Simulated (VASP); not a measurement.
Input of a VASP 6.6.1 run:

Contents of INCAR:

```
ALGO     = Normal         # electronic algorithm
EDIFF    = 1E-6           # SCF threshold, eV
ENCUT    = 520            # plane-wave cutoff, eV
GGA      = RP             # functional
ISIF     = 2              # what is computed and relaxed
ISMEAR   = -1             # smearing method
LASPH    = T              # aspherical terms in the spheres
LCHARG   = F              # write CHGCAR
LREAL    = F              # projectors in reciprocal space
LWAVE    = F              # write WAVECAR
NBANDS   = 12             # bands
NELM     = 80             # most SCF steps
PREC     = Accurate       # precision mode
SIGMA    = 0.1            # smearing width, eV
```

KPOINTS

```
k-points
0
Gamma
  14 14 14
```

File POSCAR:

```
Ga
1.0
    0.0000000000      2.1712465130      2.1712465130
    2.1712465130      0.0000000000      2.1712465130
    2.1712465130      2.1712465130      0.0000000000
Ga
1
Direct
    0.0000000000      0.0000000000      0.0000000000
```

Potentials or basis: VASP PAW PBE potentials, release 64 (Ga_d).

The run is started by

```console
$ cat potpaw_PBE.64/Ga_d/POTCAR > POTCAR
$ mpirun -np 1 vasp_std > vasp.out
```

Predict the pressure.

-1.6 GPa.

Caveat: the PAW data sets were made with another functional, which shifts forces and pressure a little.
